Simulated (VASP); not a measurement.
Mg, 4 atoms in the cell. It takes space group P6_3/mmc (No. 194, hexagonal). Conventional cell: a = 3.177 Å, b = 3.177 Å, c = 10.319 Å, α = 90.00°, β = 90.00°, γ = 120.00°. Within 4.2 Å of Mg (site symmetry -6m2) lie 12 Mg at 3.17 to 3.18 Å. Mg (site symmetry -3m) has 12 Mg at 3.17 to 3.18 Å within 4.2 Å. 

```yaml
Program: VASP 6.6.1
Task: relaxation of cell and atoms
Functional: revPBE
Dispersion: D4
Potentials_or_basis: VASP PAW PBE potentials, release 64 (Mg)
Cutoff: 600 eV
k_mesh: 10 × 10 × 3
Occupations: fermi-dirac, width 0.05 eV
Spin: no spin polarisation
Dipole_correction: no
Further_INCAR_settings: ALGO = Normal; EDIFF = 1e-06; IBRION = 2; EDIFFG = -0.01; NSW = 60; ISIF = 3
```

Potentials or basis: VASP PAW PBE potentials, release 64 (Mg).

Run with:

```sh
$ cat potpaw_PBE.64/Mg/POTCAR > POTCAR
$ mpirun -np 1 vasp_std > vasp.out
```

Hardware: 1 thread of Intel Xeon 8259CL, on a shared host.

Estimate the wall time of this run.

It took 4.1 min on 1 thread of Intel Xeon 8259CL, on a shared host, peak memory 0.26 GiB. Counts: scf iterations 59, k points 28, ion steps 16.
